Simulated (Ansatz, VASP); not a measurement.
**Cu in VASP and in Ansatz**

INCAR

```
  ALGO = Normal
  EDIFF = 1E-7
  ENCUT = 520
  GGA = PE
  ISIF = 2
  ISMEAR = 0
  LASPH = T
  LCHARG = F
  LREAL = F
  LWAVE = F
  NBANDS = 12
  NELM = 80
  PREC = Accurate
  SIGMA = 0.1
```

Contents of KPOINTS:

```
k-points
0
Gamma
  20 20 20
```

Contents of POSCAR:

```
Cu
1.0
    0.0000000000      1.7778254846      1.7778254846
    1.7778254846      0.0000000000      1.7778254846
    1.7778254846      1.7778254846      0.0000000000
Cu
1
Direct
    0.0000000000      0.0000000000      0.0000000000
```

Input for Ansatz:

```yaml
crystal:
  lattice:
    - [0.0, 1.7778254846, 1.7778254846]
    - [1.7778254846, 0.0, 1.7778254846]
    - [1.7778254846, 1.7778254846, 0.0]
  atoms:
    - { symbol: Cu, position: [0.0, 0.0, 0.0] }
basis:
  ecutwfc: 420
kpoints:
  mp_grid: { grid: [20, 20, 20] }
hamiltonian:
  xc: pbe
scf:
  occupations: { method: gaussian, width: 0.1 }
output:
  forces: true
  stress: true
  eigenvalues: true
```

Alike in both runs: task single point; functional PBE; k mesh 20 × 20 × 20; occupations gaussian, width 0.1 eV; no spin polarisation.

```csv
,VASP,Ansatz
version,VASP 6.6.1,Ansatz 0.2.0
potentials or method,"VASP PAW PBE potentials, release 64 (Cu), cutoff 520 eV","scalar-relativistic, plane waves, PAW"
valence electrons in the cell,11,19
```

|  | VASP | Ansatz | Ansatz less VASP |
| --- | --- | --- | --- |
| gap on the k mesh at the Fermi level (eV) | none | none | - |
| pressure (GPa) | 10.7 | 10.2 | -0.52 |

A gap of «none» marks a metal or a gap that the smearing closes. With one functional, cell and mesh, what is left measures potentials, basis and numerics. VASP's potentials hold 11 valence electrons a cell and Ansatz's 19, so a difference there can come from the potentials and not from the codes.
